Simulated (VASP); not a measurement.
# Si12HO24 (a cell with a defect) in VASP: single point with HSE06

Aim: the single point of Si12HO24 (a cell with a defect) with HSE06.

Program: VASP 6.6.1. These are calculated values, not measurements. Logs are shortened: lines on timing, memory, paths and dates and some standing lists are left out, and cuts for length are marked.

## 1. The cell of the first run

The cell holds a defect, 37 atoms: a = 7.454 Å, b = 7.454 Å, c = 10.042 Å, α = 70.32°, β = 70.32°, γ = 71.37°.

## 2. Single point, HSE06

Contents of POSCAR:

```
Si12HO24
1.0
   -2.5104095100      4.3481568300      5.5092742100
    5.0208190300      0.0000000000      5.5092742100
    5.0208190300      8.6963136500      0.0000000000
Si O H
12 24 1
Direct
    0.4350296300      0.9158963100      0.0517190000
    0.9006064100      0.4242002100      0.2834523100
   -0.0003777500     -0.0000733100      0.2455960600
    0.4844983400      0.5046122000      0.0141502600
    0.0786462800      0.5787064000      0.4520350100
    0.5784438900      0.0824655000      0.2305834000
    0.4091123400      0.9346449800      0.5609116400
    0.8949330900      0.4399201500      0.7872237600
   -0.0039344900      0.0107548100      0.7663766800
    0.4928095500      0.5111448000      0.5049425700
    0.0904775500      0.5820236700      0.9503808600
    0.5787249500      0.0896496500      0.7301800900
    0.0518852700      0.4666828800      0.3484534700
    0.4613628000      0.9647881200      0.1961585300
    0.0345356100      0.8130721800      0.3864086600
    0.5491691000      0.3111267100      0.1390271900
    0.1806305400      0.0100997600      0.1062096600
    0.6756636600      0.5200732300      0.3598762400
    0.3016633800      0.4984084100      0.4685580200
    0.8125252400      0.9853246900      0.2020590400
    0.3959156300      0.6913468900      0.0809841400
    0.9322377100      0.1903708100      0.3143846500
    0.4874605400      0.0770780300      0.4038284800
    0.9389781800      0.5270510200      0.1092714100
    0.0499417700      0.5033194800      0.8331707000
    0.5249183600      0.9423852400      0.6682706000
    0.0624799700      0.8184374600      0.8912057600
    0.5506022700      0.3160346400      0.6303427300
    0.1756667400      0.0246732600      0.6182887900
    0.6726351800      0.5249773600      0.8714298900
    0.3142382700      0.4785601600      0.9586766800
    0.8122675800      1.0028799900      0.7192432100
    0.4461323600      0.7072844900      0.5600577900
    0.9418689100      0.2021057800      0.8279197100
    0.4376484900      0.0921192200      0.8905643200
    0.9230482000      0.5283903500      0.6113767500
    0.6558042200     -0.1624070200      1.0002630000
```

Contents of INCAR.step1:

```
PREC = Accurate
ENCUT = 520
EDIFF = 1E-5
ISMEAR = -1
SIGMA = 0.01
LREAL = Auto
LASPH = T
NELM = 120
ALGO = Normal
ISIF = 2
LWAVE = T
LCHARG = F
NBANDS = 120
GGA = PE
NELECT = 194.0
GGA_COMPAT = F
```

Contents of INCAR.step2:

```
PREC = Accurate
ENCUT = 520
EDIFF = 1E-6
ISMEAR = -1
SIGMA = 0.01
LREAL = Auto
LASPH = T
NELM = 120
ALGO = Normal
ISIF = 2
LWAVE = F
LCHARG = F
GGA = PE
LHFCALC = T
HFSCREEN = 0.2079
PRECFOCK = Fast
NBANDS = 120
ISTART = 1
NELECT = 194.0
GGA_COMPAT = F
```

Contents of KPOINTS:

```
Automatic mesh
0
Gamma
  1 1 1
  0.25 0.25 0.25
```

Potentials or basis: VASP PAW PBE potentials, release 64 (Si, O, H).

The run is started by

```bash
$ cat potpaw_PBE.64/Si/POTCAR potpaw_PBE.64/O/POTCAR potpaw_PBE.64/H/POTCAR > POTCAR
$ cp INCAR.step1 INCAR
$ mpirun -np 1 vasp_std > vasp.out
$ cp INCAR.step2 INCAR
$ mpirun -np 1 vasp_std > vasp.out
```

OUTCAR:

```text
PREC = Accurate
   ENCUT = 520
   EDIFF = 1E-6
   ISMEAR = -1
   LREAL = Auto
   LASPH = T
   NELM = 120
   ISIF = 2
   GGA = PE
   LHFCALC = T
   HFSCREEN = 0.2079
   PRECFOCK = Fast
   ISTART = 1
   NELECT = 194.0

 ion  position               nearest neighbor table
   1  0.435  0.916  0.052-  37 1.53  14 1.69  21 1.70  35 1.71  17 1.76  12 3.00   6 3.09   4 3.10

   2  0.901  0.424  0.283-  22 1.62  24 1.62  18 1.63  13 1.63   5 3.12  10 3.12  11 3.13   3 3.13

   3  1.000  1.000  0.246-  17 1.58  20 1.64  15 1.64  22 1.65   6 3.05   5 3.12   2 3.13
   4  0.484  0.505  0.014-  21 1.60  16 1.62  31 1.63  30 1.64  11 3.05   1 3.10   8 3.14
   5  0.079  0.579  0.452-  15 1.61  19 1.62  13 1.63  36 1.63   8 3.12   2 3.12   3 3.12
   6  0.578  0.082  0.231-  14 1.60  16 1.62  20 1.63  23 1.63   3 3.05   7 3.07   1 3.09
   7  0.409  0.935  0.561-  23 1.61  26 1.62  29 1.63  33 1.63   6 3.07   9 3.07  12 3.09
   8  0.895  0.440  0.787-  30 1.62  25 1.62  34 1.63  36 1.63   9 3.11  11 3.11   5 3.12   4 3.14

   9  0.996  0.011  0.766-  32 1.62  27 1.62  34 1.62  29 1.63   7 3.07  11 3.10  12 3.10   8 3.11

  10  0.493  0.511  0.505-  28 1.62  19 1.62  18 1.62  33 1.63   2 3.12
  11  0.090  0.582  0.950-  31 1.62  24 1.62  25 1.62  27 1.63   4 3.05   9 3.10   8 3.11   2 3.13

  12  0.579  0.090  0.730-  35 1.60  32 1.63  26 1.63  28 1.63   1 3.00   7 3.09   9 3.10
  13  0.052  0.467  0.348-   5 1.63   2 1.63
  14  0.461  0.965  0.196-   6 1.60   1 1.69
  15  0.035  0.813  0.386-   5 1.61   3 1.64
  16  0.549  0.311  0.139-   4 1.62   6 1.62
  17  0.181  0.010  0.106-   3 1.58   1 1.76
  18  0.676  0.520  0.360-  10 1.62   2 1.63
[... 16 lines left out ...]
  35  0.438  0.092  0.891-  12 1.60   1 1.71
  36  0.923  0.528  0.611-   8 1.63   5 1.63
  37  0.656  0.838  0.000-   1 1.53

  LATTYP: Found a base centered monoclinic cell.
 ALAT       =    12.1085520629
 B/A-ratio  =     0.7181959996
 C/A-ratio  =     0.8293013073
 COS(beta)  =    -0.4146506542

  Lattice vectors:

 A1 = (   2.5104095100,  -4.3481568300,  -5.5092742100)
 A2 = (  -5.0208190300,   0.0000000000,  -5.5092742100)
 A3 = (   5.0208190300,   8.6963136500,   0.0000000000)

Analysis of symmetry for initial positions (statically):
=====================================================================
 Subroutine PRICEL returns:
 Original cell was already a primitive cell.

 Routine SETGRP: Setting up the symmetry group for a
 base centered monoclinic supercell.

 Subroutine GETGRP returns: Found  1 space group operations
 (whereof  1 operations were pure point group operations)
 out of a pool of  4 trial point group operations.

The static configuration has the point symmetry C_1 .

Analysis of symmetry for dynamics (positions and initial velocities):
=====================================================================
 Subroutine PRICEL returns:
 Original cell was already a primitive cell.

 Routine SETGRP: Setting up the symmetry group for a
 base centered monoclinic supercell.

 Subroutine GETGRP returns: Found  1 space group operations
 (whereof  1 operations were pure point group operations)
 out of a pool of  4 trial point group operations.

The dynamic configuration has the point symmetry C_1 .

 Subroutine INISYM returns: Found  1 space group operations
 (whereof  1 operations are pure point group operations),
 and found     1 'primitive' translations

----------------------------------------------------------------------------------------

                                     Primitive cell

  volume of cell :     481.0987

  direct lattice vectors                    reciprocal lattice vectors
    -2.510409510  4.348156830  5.509274210    -0.099585346  0.057495626  0.090756056
     5.020819030  0.000000000  5.509274210     0.099585346 -0.057495626  0.090756056
     5.020819030  8.696313650  0.000000000     0.049792673  0.086243439 -0.045378028

  length of vectors
     7.453906764  7.453906764 10.041638055     0.146491126  0.146491126  0.109436770

  position of ions in fractional coordinates (direct lattice)
     0.435029630  0.915896310  0.051719000
     0.900606410  0.424200210  0.283452310
     0.999622250  0.999926690  0.245596060
     0.484498340  0.504612200  0.014150260
     0.078646280  0.578706400  0.452035010
     0.578443890  0.082465500  0.230583400
[... 29 lines left out ...]
     0.923048200  0.528390350  0.611376750
     0.655804220  0.837592980  0.000263000

  ion indices of the primitive-cell ions
   primitive index   ion index
                 1           1
                 2           2
                 3           3
                 4           4
                 5           5
                 6           6
[... 29 lines left out ...]
                36          36
                37          37

----------------------------------------------------------------------------------------

 KPOINTS: Automatic mesh

Automatic generation of k-mesh.
 Grid dimensions read from file:
 generate k-points for:    1    1    1

 Generating k-lattice:

  Cartesian coordinates                     Fractional coordinates (reciprocal lattice)
    -0.099585346  0.057495626  0.090756056     1.000000000  0.000000000  0.000000000
     0.099585346 -0.057495626  0.090756056    -0.000000000  1.000000000  0.000000000
     0.049792673  0.086243439 -0.045378028     0.000000000  0.000000000  1.000000000

  Length of vectors
     0.146491126  0.146491126  0.109436770

  Shift w.r.t. Gamma in fractional coordinates (k-lattice)
     0.250000000  0.250000000  0.250000000

 Subroutine IBZKPT returns following result:
 ===========================================

 Found      1 irreducible k-points:

 Following reciprocal coordinates:
            Coordinates               Weight
  0.250000  0.250000  0.250000      2.000000
   k-points           NKPTS =      1   k-points in BZ     NKDIM =      2   number of bands    NBANDS=    120
   number of dos      NEDOS =    301   number of ions     NIONS =     37
   total plane-waves  NPLWV = 250880
   dimension x,y,z NGX =    56 NGY =   56 NGZ =   80
   dimension x,y,z NGXF=   112 NGYF=  112 NGZF=  160
   ions per type =              12  24   1
   NGX,Y,Z   is equivalent  to a cutoff of  12.49, 12.49, 13.24 a.u.
   NGXF,Y,Z  is equivalent  to a cutoff of  24.98, 24.98, 26.49 a.u.
 SYSTEM =  unknown system
   PREC   = accura    normal or accurate (medium, high low for compatibility)
   ISTART =      1    job   : 0-new  1-cont  2-samecut
   ICHARG =      0    charge: 1-file 2-atom 10-const
   ISPIN  =      1    spin polarized calculation?
   LNONCOLLINEAR =      F non collinear calculations
   LSORBIT =      F    spin-orbit coupling
   LASPH  =      T    aspherical Exc in radial PAW
   ENCUT  =  520.0 eV  38.22 Ry    6.18 a.u.  13.86 13.86 18.67*2*pi/ulx,y,z
   NELM   =    120;   NELMIN=  2; NELMDL=  0     # of ELM steps
   EDIFF  = 0.1E-05   stopping-criterion for ELM
   LREAL  =      T    real-space projection
   EDIFFG = 0.1E-04   stopping-criterion for IOM
   NSW    =      0    number of steps for IOM
   IBRION =     -1    ionic relax: 0-MD 1-quasi-New 2-CG
   NFREE  =      0    steps in history (QN), initial steepest desc. (CG)
   ISIF   =      2    stress and relaxation
   ISYM   =      3    0-nonsym 1-usesym 2-fastsym
   POTIM  = 0.5000    time-step for ionic-motion
   TEBEG  =    0.0;   TEEND  =   0.0 temperature during run
   PSTRESS=    0.0 pullay stress
   NELECT =     194.0000    total number of electrons
   NUPDOWN=      -1.0000    fix difference up-down
   EMIN   =  10.00;   EMAX   =-10.00  energy-range for DOS
   EFERMI =   0.00;   METHOD = LEGACY
   ISMEAR =    -1;   SIGMA  =   0.01  broadening in eV -4-tet -1-fermi 0-gaus
   EFERMI_NEDOS =   21; number of points for ismear=-14 and -15
   IALGO  =     38    algorithm
   IMIX   =      1    mixing-type and parameters
     AMIX     =   0.40;   BMIX     =  1.00
     AMIX_MAG =   1.60;   BMIX_MAG =  1.00
  volume/ion in A,a.u.               =      13.00        87.75
  Fermi-wavevector in a.u.,A,eV,Ry     =   1.209476  2.285579 19.903050  1.462833
  Thomas-Fermi vector in A             =   2.345053
   LORBIT       =      0    0 simple, 1 ext, 2 COOP (PROOUT), +10 PAW based schemes
   GGA     = PE    functional components
   LHFCALC =     T    Hartree Fock is set to
   PRECFOCK=fast      Normal, Fast or Accurate (Low or Medium for compatibility)
   ENCUT4O =  -1.0   cutoff for four orbital integrals eV
   NKREDX  =     1    reduce k-point grid by
   NKREDY  =     1    reduce k-point grid by
   NKREDZ  =     1    reduce k-point grid by
   AEXX    =    0.2500 exact exchange contribution
   HFSCREEN=    0.2079 screening length (either q_TF or 0.3 A-1)
   HFSCREENC=   0.2079 screening length for correlation (either q_TF or 0.3 A-1)
   ENCUTFOCK=  -1.0 apply spherical cutoff to Coloumb kernel
   IVDW    =     0    specifies the selected vdW correction
   LEPSILON=     F    determine dielectric tensor
   LRPA    =     F    only Hartree local field effects (RPA)
 non-spin polarized calculation
  energy-cutoff  :      520.00
  volume of cell :      481.10
 maximum number of plane-waves:     12934
 NGX is ok and might be reduce to    56
  NGX = 30; NGY = 30; NGZ = 40

 number of electron     194.0000013 magnetization

 Free energy of the ion-electron system (eV)
  ---------------------------------------------------
  ext. energy  EPLUGINS =         0.00000000
  ---------------------------------------------------
  free energy    TOTEN  =      -347.74003551 eV

  energy without entropy =     -347.74003551  energy(sigma->0) =     -347.74003551

 E-fermi :   1.6953     XC(G=0):  -7.4386

 val. band max:        1.3855014959   @ k =   0.2500   0.2500   0.2500
 cond. band min:       7.4534804921   @ k =   0.2500   0.2500   0.2500
 fundamental gap:      6.0679789963
 Fermi energy:         1.6953426231

 k-point     1 :       0.2500    0.2500    0.2500
  band No.  band energies     occupation
      1     -21.5092      2.00000
      2     -21.1440      2.00000
      3     -21.0343      2.00000
      4     -20.9053      2.00000
      5     -20.8006      2.00000
      6     -20.5902      2.00000
[... 101 lines left out ...]
    108      10.4526      0.00000
    109      10.5647      0.00000
 [bands above 109 left out]

------------------------ aborting loop because EDIFF is reached ----------------------------------------

  FORCE on cell =-STRESS in cart. coord.  units (eV):
  Direction    XX          YY          ZZ          XY          YZ          ZX
  --------------------------------------------------------------------------------------
  -------------------------------------------------------------------------------------
  Total       -6.1120800     -0.8335790     -4.1494584      1.2982513      1.3270578     -0.4158401
  in kB      -20.3547357     -2.7760238    -13.8187212      4.3234975      4.4194301     -1.3848502
  external PRESSURE =     -12.3164936 kB  Pullay stress =       0.0000000 kB

 VOLUME and BASIS-vectors are now :
 -----------------------------------------------------------------------------
  energy-cutoff  :      520.00
  volume of cell :      481.10
      direct lattice vectors                 reciprocal lattice vectors
    -2.510409510  4.348156830  5.509274210    -0.099585346  0.057495626  0.090756056
     5.020819030  0.000000000  5.509274210     0.099585346 -0.057495626  0.090756056
     5.020819030  8.696313650  0.000000000     0.049792673  0.086243439 -0.045378028

 POSITION                                       TOTAL-FORCE (eV/Angst)
 -----------------------------------------------------------------------------------
      3.76612      2.34134      7.44262         0.212979     -0.057692     -0.138126
      1.29210      6.38097      7.29872         0.019492     -0.035745      0.000131
      3.74408      6.48229     11.01606         0.001926      0.015203     -0.012208
      1.38832      2.22973      5.44928         0.006506     -0.015329     -0.032784
      4.97773      4.27300      3.62154        -0.025699      0.019570      0.005078
      0.11963      4.52039      3.64113         0.058343      0.014492     -0.011790
[... 29 lines left out ...]
      3.40534      9.33028      7.99637        -0.172930      0.252787      0.158382
      2.56039      2.85383      8.22753         0.143117     -0.071846     -0.093827
 -----------------------------------------------------------------------------------
    total drift:                                0.007302     -0.007965      0.000214

  FREE ENERGIE OF THE ION-ELECTRON SYSTEM (eV)
  ---------------------------------------------------
  free  energy   TOTEN  =      -347.7400355086 eV

  energy  without entropy=     -347.7400355086  energy(sigma->0) =     -347.74003551
```

Wall time 26 min (1 thread of AMD EPYC 7R43 (Zen 3), shared host); peak memory 0.69 GiB.

Results:

- Free energy: -347.7400 eV
- Largest force: 0.480 eV/Å

Forces on the atoms (eV/Å):
```
Si   0.213 -0.058 -0.138
Si   0.019 -0.036  0.000
Si   0.002  0.015 -0.012
Si   0.007 -0.015 -0.033
Si  -0.026  0.020  0.005
Si   0.058  0.014 -0.012
Si   0.026  0.027  0.026
Si   0.012 -0.005  0.015
Si  -0.004  0.004  0.017
Si  -0.013 -0.007 -0.014
Si  -0.049 -0.003  0.004
Si  -0.017 -0.006 -0.004
O    0.323 -0.095 -0.107
O   -0.059 -0.098  0.365
O   -0.263 -0.214 -0.093
O   -0.120 -0.164 -0.139
O    0.083  0.350 -0.180
O   -0.097  0.310 -0.118
O    0.258  0.021  0.115
O    0.391  0.146  0.103
O   -0.290 -0.123  0.211
O   -0.116 -0.281  0.169
O   -0.306 -0.001 -0.245
O   -0.188  0.228  0.130
O    0.280  0.016 -0.196
O    0.238 -0.262  0.139
O   -0.189 -0.287 -0.164
O   -0.099 -0.145 -0.114
O   -0.064  0.386 -0.092
O   -0.117  0.263 -0.128
O    0.393  0.073  0.141
O    0.347  0.143  0.097
O   -0.040 -0.175  0.089
O   -0.100 -0.349  0.100
O   -0.463  0.126 -0.001
O   -0.173  0.253  0.158
H    0.143 -0.072 -0.094
```

Levels at points of the mesh, in eV from the Fermi level:
| k point | band 95 | band 96 | band 97 | band 98 | band 99 | band 100 |
| --- | --- | --- | --- | --- | --- | --- |
| (0.25, 0.25, 0.25) | -1.95 | -1.64 | -0.31 | 5.76 | 7.48 | 7.76 |

Caveat: the k points lie up to 0.92 Å⁻¹ apart, too coarse for converged energies, forces and pressures; the cell carries a net charge on a neutralising background, which shifts energy and pressure; the cell is charged against a uniform background, so pressure and absolute levels hang on convention; the PAW data sets were made with another functional, which shifts forces and pressure a little.
